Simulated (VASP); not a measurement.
Runs of VASP 6.6.1 on SrTe. The structure is that of space group Fm-3m (No. 225), or close to it. The cells are those of the table. 

```tsv
task	level	potentials or basis	cell	cutoff (eV)	smearing	gap on the mesh (eV)	pressure (GPa)	relaxed volume (Å³/atom)
single point	PBE	VASP PAW PBE potentials, release 64 (Sr_sv, Te)	a = 4.751 Å, angles 60.0°, 2 atoms	500	fermi-dirac 0.02 eV	(a)	(c)	-
dielectric tensor	PBE	VASP PAW PBE potentials, release 64 (Sr_sv, Te)	a = 4.741 Å, angles 60.0°, 2 atoms	400	gaussian 0.01 eV	1.75	-	-
relaxation of cell and atoms	PBEsol	VASP PAW PBE potentials, release 64 (Sr_sv, Te)	relaxed from a = 4.751 Å, angles 60.0°, 2 atoms	500	fermi-dirac 0.02 eV	1.55	0.0	36.19
relaxation of cell and atoms	PBE	VASP PAW PBE potentials, release 64 (Sr_sv, Te)	relaxed from a = 4.746 Å, angles 60.0°, 2 atoms	500	fermi-dirac 0.02 eV	(b)	0.0	38.01
relaxation of cell and atoms	LDA	VASP PAW LDA potentials, release 64 (Sr_sv, Te)	relaxed from a = 4.751 Å, angles 60.0°, 2 atoms	500	fermi-dirac 0.02 eV	1.41	0.0	34.90
```

Alike in all rows: no spin polarisation; k mesh 6 × 6 × 6.

**Question.** Estimate the missing entries.

**Answer.** (a) 1.76; (b) 1.77; (c) 0.1.

Caveats: spin-orbit coupling is left out, which moves the levels of the heavy elements; the PAW data sets were made with another functional, which shifts forces and pressure a little (some runs).

A k mesh can miss the band edges, and the runs leave out spin-orbit coupling on Sr, Te.
